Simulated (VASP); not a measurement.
A run of VASP 6.6.1 is set up as follows.

File INCAR:

```
SYSTEM = BN
PREC     = Accurate       ! precision mode
ENCUT    = 600            ! plane-wave cutoff, eV
EDIFF    = 1E-6           ! SCF threshold, eV
ISMEAR   = 0              ! smearing method
SIGMA    = 0.02           ! smearing width, eV
LREAL    = .False.        ! projectors in reciprocal space
LASPH    = .True.         ! aspherical terms in the spheres
NELM     = 120            ! most SCF steps
ALGO     = Normal         ! electronic algorithm
ISIF     = 2              ! what is computed and relaxed
LWAVE    = .False.        ! write WAVECAR
LCHARG   = .False.        ! write CHGCAR
NBANDS   = 16             ! bands
GGA_COMPAT= .False.
```

KPOINTS

```
regular mesh
0
Gamma
  10 6 10
  0 0 0
```

The input POSCAR:

```
BN
1.0
    2.5145732064      0.0000000000      0.0000000000
    0.0000000000      3.5561435320      0.0000000000
    0.0000000000      0.0000000000      2.5526963126
B N
2 2
Direct
    0.0000000000      0.0000000000      0.0000000000
    0.5000000000      0.5000000000      0.5000000000
    0.0000000000      0.2500000000      0.5000000000
    0.5000000000      0.7500000000      0.0000000000
```

Potentials or basis: VASP PAW LDA potentials, release 64 (B, N).

Launch:

```sh
$ cat potpaw_LDA.64/B/POTCAR potpaw_LDA.64/N/POTCAR > POTCAR
$ mpirun -np 1 vasp_std > vasp.out
```

Question: Estimate the pressure.

Answer: 3.1 GPa.

Question: Predict the band gap on the k mesh.

Answer: 4.23 eV.

Question: Estimate the largest force.

Answer: 0.049 eV/Å.

Forces on the atoms (eV/Å):
```
B    0.000  0.049  0.000
B    0.000  0.049  0.000
N    0.000 -0.049  0.000
N    0.000 -0.049  0.000
```

A k mesh can miss the band edges. A hybrid or GW would open this gap; LDA tends to underestimate it.
